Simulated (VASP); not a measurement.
Input of a VASP 6.6.1 run:

Contents of INCAR:

```
PREC = Accurate
ENCUT = 520
EDIFF = 1E-6
ISMEAR = 0
SIGMA = 0.05
LREAL = F
LASPH = T
NELM = 100
ALGO = Normal
ISIF = 2
LWAVE = F
LCHARG = F
GGA = PE
NBANDS = 31
```

KPOINTS

```
Automatic mesh
0
Gamma
  6 6 4
```

The input POSCAR:

```
HfO2
1.0
    3.6043047991      0.0000000000      0.0000000000
    0.0000000000      3.6043047991      0.0000000000
    0.0000000000      0.0000000000      5.2639673039
Hf O
2 4
Direct
    0.5000000000      0.5000000000      0.5000000000
    0.0000000000      0.0000000000      0.0000000000
    0.0000000000      0.5000000000      0.6790042843
    0.5000000000      0.0000000000      0.8209957157
    0.5000000000      0.0000000000      0.3209957157
    0.0000000000      0.5000000000      0.1790042843
```

Potentials or basis: VASP PAW PBE potentials, release 64 (Hf_pv, O).

Launch:

```sh
$ cat potpaw_PBE.64/Hf_pv/POTCAR potpaw_PBE.64/O/POTCAR > POTCAR
$ mpirun -np 1 vasp_std > vasp.out
```

(1) Estimate the band gap on the k mesh.

(2) Predict the pressure.

(3) Estimate the largest force.

## Answers

(1) 4.66 eV, indirect (least direct gap 4.82 eV).

(2) 1.5 GPa.

(3) 0.446 eV/Å.

Caveat: the cell differs from its parent crystal (mode 10 (309.8 1/cm) frozen in, largest displacement +0.075 Å); spin-orbit coupling is left out, which moves the levels of the heavy elements.
